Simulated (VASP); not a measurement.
Set up this calculation in VASP 6.6.1, as the native input.

| Property | Result |
| --- | --- |
| Task | single point |
| Functional | PBEsol |
| Potentials or basis | VASP PAW PBE potentials, release 64 (Nb_sv, As) |
| Cutoff | 520 eV |
| k mesh | 12 × 12 × 12 |
| Occupations | gaussian, width 0.1 eV |
| Spin | collinear spin |
| Starting moments | [0.7, -0.01] μB |
| Fixed moment | 1 μB |
| Dipole correction | no |
| Further INCAR settings | ALGO = Normal; EDIFF = 1e-06; NBANDS = 20 |

The structure of NbAs lies in POSCAR:

```
NbAs
1.0
    0.0000000000      2.8723581278      2.8723581278
    2.8723581278      0.0000000000      2.8723581278
    2.8723581278      2.8723581278      0.0000000000
Nb As
1 1
Direct
    0.0000000000      0.0000000000      0.0000000000
    0.2500000000      0.2500000000      0.2500000000
```

The input as run:

INCAR

```
PREC = Accurate ; ENCUT = 520
EDIFF = 1E-6 ; ISMEAR = 0
SIGMA = 0.1 ; LREAL = False
LASPH = True ; NELM = 150
ALGO = Normal ; ISIF = 2
LWAVE = False ; LCHARG = False
ISPIN = 2 ; MAGMOM = 0.7 -0.01
LORBIT = 11 ; NUPDOWN = 1.0
LMAXMIX = 4 ; GGA = PS
NBANDS = 20
```

KPOINTS

```
Automatic mesh
0
Gamma
  12 12 12
```

Potentials or basis: VASP PAW PBE potentials, release 64 (Nb_sv, As).

Run with:

```bash
$ cat potpaw_PBE.64/Nb_sv/POTCAR potpaw_PBE.64/As/POTCAR > POTCAR
$ mpirun -np 1 vasp_std > vasp.out
```

Results of the run:

```json
{"Pressure": "1.7 GPa", "Net moment": "1.00 μB per cell", "Site moments": "Nb +0.77; As -0.02 μB", "Valence electrons inside the program's atomic spheres": "Nb 10.68; As 2.97"}
```

Caveat: the PAW data sets were made with another functional, which shifts forces and pressure a little; the total moment is fixed, so each spin has its own Fermi level.

It took 120 s on 1 thread of Intel(R) Xeon(R) Platinum 8488C (Sapphire Rapids), with other jobs on the host, peak memory 0.26 GiB.
